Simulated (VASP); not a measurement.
Runs of VASP 6.6.1 on Lu. The structure is that of space group Im-3m (No. 229), or close to it. The cells are those of the table. 

```csv
cell,gap on the mesh (eV),pressure (GPa)
"a = 3.398 Å, angles 109.5°, 1 atom",none,(a)
"a = 3.267 Å, angles 109.5°, 1 atom",none,(b)
"a = 3.174 Å, angles 109.5°, 1 atom",none,7.3
"a = 3.312 Å, angles 109.5°, 1 atom",none,0.1
"a = 3.221 Å, angles 109.5°, 1 atom",none,4.5
```

Alike in all rows: task single point; level PBEsol; potentials or basis VASP PAW PBE potentials, release 64 (Lu); no spin polarisation; k mesh 13 × 13 × 13; cutoff (eV) 520; smearing fermi-dirac 0.1 eV.

Estimate the missing entries.

(a) -3.0; (b) 2.1.

Caveats: the PAW data sets were made with another functional, which shifts forces and pressure a little; spin-orbit coupling is left out, which moves the levels of the heavy elements.

A k mesh can miss the band edges, and the runs leave out spin-orbit coupling on Lu.

A gap of «none» marks levels without a gap at the run's occupations.
